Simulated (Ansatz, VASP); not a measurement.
**One calculation of TiO2, two programs**

```
Ti O
1.0
    -1.91740    1.91740    4.81960
     1.91740   -1.91740    4.81960
     1.91740    1.91740   -4.81960
Ti O
2 4
Direct
  0.00000 0.00000 0.00000
  0.75000 0.25000 0.50000
  0.20660 0.20660 0.00000
  0.95660 0.45660 0.50000
  0.54340 0.04340 0.50000
  0.79340 0.79340 0.00000
```

Change from the starting cell: volume scaled by 1.04.

Alike in both runs: task single point; functional PBE; k mesh 13 × 13 × 13; occupations fermi-dirac, width 0.08 eV; no spin polarisation.

|  | VASP | Ansatz |
| --- | --- | --- |
| version | VASP 6.6.1 | Ansatz 0.2.0 |
| potentials or method | VASP PAW PBE potentials, release 64 (Ti_sv, O), cutoff 520 eV | all-electron LAPW, scalar-relativistic |

```tsv
	VASP	Ansatz	Ansatz less VASP
pressure (GPa)	-1.8	-2.4	-0.61
traceless stress, the component that is largest in VASP (GPa)	2.04	1.94	-0.096
rms of the force components (eV/Å)	0.051	0.041	-0.0097
```

Atom by atom the forces differ by 0.010 eV/Å (rms over components). Ansatz ran all-electron here, and VASP with PAW potentials.
